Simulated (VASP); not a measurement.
A run of VASP 6.6.1 is set up as follows.

Contents of INCAR:

```
PREC     = Accurate       # precision mode
ENCUT    = 520            # plane-wave cutoff, eV
EDIFF    = 1E-6           # SCF threshold, eV
ISMEAR   = 0              # smearing method
SIGMA    = 0.15           # smearing width, eV
LREAL    = False          # projectors in reciprocal space
LASPH    = True           # aspherical terms in the spheres
NELM     = 60             # most SCF steps
ALGO     = Fast           # electronic algorithm
ISIF     = 2              # what is computed and relaxed
LWAVE    = False          # write WAVECAR
LCHARG   = False          # write CHGCAR
GGA      = PS             # functional
NBANDS   = 11             # bands
```

Contents of KPOINTS:

```
regular mesh
0
Gamma
  16 16 10
```

Contents of POSCAR:

```
Ba
1.0
    1.9550000000     -3.6500000000      0.0000000000
    1.9550000000      3.6500000000      0.0000000000
    0.0000000000      0.0000000000      5.7000000000
Ba
1
Direct
    0.0000000000      0.0000000000      0.0000000000
```

Potentials or basis: VASP PAW PBE potentials, release 64 (Ba_sv).

Launch:

```console
$ cat potpaw_PBE.64/Ba_sv/POTCAR > POTCAR
$ mpirun -np 1 vasp_std > vasp.out
```

Task: What does it give for the pressure?

Result: 0.1 GPa.

Task: Estimate the band gap on the k mesh.

Result: Zero (bands 5 and 6 overlap by 0.89 eV).

Stress tensor (GPa, compression positive):
```
 2.01  0.00  0.00
 0.00  0.56  0.00
 0.00  0.00 -2.27
```

Caveat: the PAW data sets were made with another functional, which shifts forces and pressure a little; spin-orbit coupling is left out, which moves the levels of the heavy elements.
